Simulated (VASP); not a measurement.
Input of a VASP 6.6.1 run:

Contents of POSCAR:

```
KI
1.0
    0.0000000000      3.5442850250      3.5442850250
    3.5442850250      0.0000000000      3.5442850250
    3.5442850250      3.5442850250      0.0000000000
K I
1 1
Direct
    0.0000000000      0.0000000000      0.0000000000
    0.5000000000      0.5000000000      0.5000000000
```

File INCAR.step1:

```
  ALGO = Normal
  EDIFF = 1E-5
  ENCUT = 520
  GGA = PE
  ISIF = 2
  ISMEAR = 1
  LASPH = True
  LCHARG = False
  LREAL = False
  LWAVE = True
  NBANDS = 15
  NELM = 60
  PREC = Accurate
  SIGMA = 0.2
```

The input INCAR.step2:

```
  ALGO = Normal
  EDIFF = 1E-6
  ENCUT = 520
  GGA = PE
  HFSCREEN = 0.2079
  ISIF = 2
  ISMEAR = 1
  ISTART = 1
  LASPH = True
  LCHARG = False
  LHFCALC = True
  LREAL = False
  LWAVE = False
  NBANDS = 15
  NELM = 60
  PREC = Accurate
  PRECFOCK = Normal
  SIGMA = 0.2
```

The input KPOINTS:

```
k-points
0
Gamma
  4 4 4
```

Potentials or basis: VASP PAW PBE potentials, release 64 (K_sv, I).

Command:

```bash
$ cat potpaw_PBE.64/K_sv/POTCAR potpaw_PBE.64/I/POTCAR > POTCAR
$ cp INCAR.step1 INCAR
$ mpirun -np 1 vasp_std > vasp.out
$ cp INCAR.step2 INCAR
$ mpirun -np 1 vasp_std > vasp.out
```

**Question.** What does it give for the band gap on the k mesh?

**Answer.** 4.92 eV.

**Question.** Predict the pressure.

**Answer.** 0.2 GPa.

Caveat: the PAW data sets were made with another functional, which shifts forces and pressure a little; spin-orbit coupling is left out, which moves the levels of the heavy elements.
